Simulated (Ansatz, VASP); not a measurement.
# Two plane-wave programs on Zr

The input INCAR:

```
SYSTEM = Zr
ALGO = Normal
EDIFF = 1E-7
ENCUT = 520
GGA = RE
ISIF = 2
ISMEAR = 0
LASPH = .True.
LCHARG = .False.
LREAL = .False.
LWAVE = .False.
NBANDS = 12
NELM = 80
PREC = Accurate
SIGMA = 0.1
```

Contents of KPOINTS:

```
k-points
0
Gamma
  10 10 10
  0 0 0
```

POSCAR

```
Zr
1.0
    0.0000000000      2.2646202716      2.2646202716
    2.2646202716      0.0000000000      2.2646202716
    2.2646202716      2.2646202716      0.0000000000
Zr
1
Direct
    0.0000000000      0.0000000000      0.0000000000
```

Input for Ansatz:

```yaml
crystal:
  lattice:
    - [0.0, 2.2646202716, 2.2646202716]
    - [2.2646202716, 0.0, 2.2646202716]
    - [2.2646202716, 2.2646202716, 0.0]
  atoms:
    - { symbol: Zr, position: [0.0, 0.0, 0.0] }
basis:
  ecutwfc: 420
kpoints:
  mp_grid: { grid: [10, 10, 10] }
hamiltonian:
  xc: revpbe
scf:
  occupations: { method: gaussian, width: 0.1 }
output:
  forces: true
  stress: true
  eigenvalues: true
```

Alike in both runs: task single point; functional revPBE; k mesh 10 × 10 × 10; occupations gaussian, width 0.1 eV; no spin polarisation.

|  | VASP | Ansatz |
| --- | --- | --- |
| version | VASP 6.6.1 | Ansatz 0.2.0 |
| potentials or method | VASP PAW PBE potentials, release 64 (Zr_sv), cutoff 520 eV | scalar-relativistic, plane waves, PAW |
| valence electrons in the cell | 12 | 12 |

```csv
,VASP,Ansatz,Ansatz less VASP
gap on the k mesh at the Fermi level (eV),none,none,-
pressure (GPa),1.7,1.7,0.00
```

VASP's potentials were made for PBE, not for revPBE. A gap of «none» marks a metal or a gap that the smearing closes.
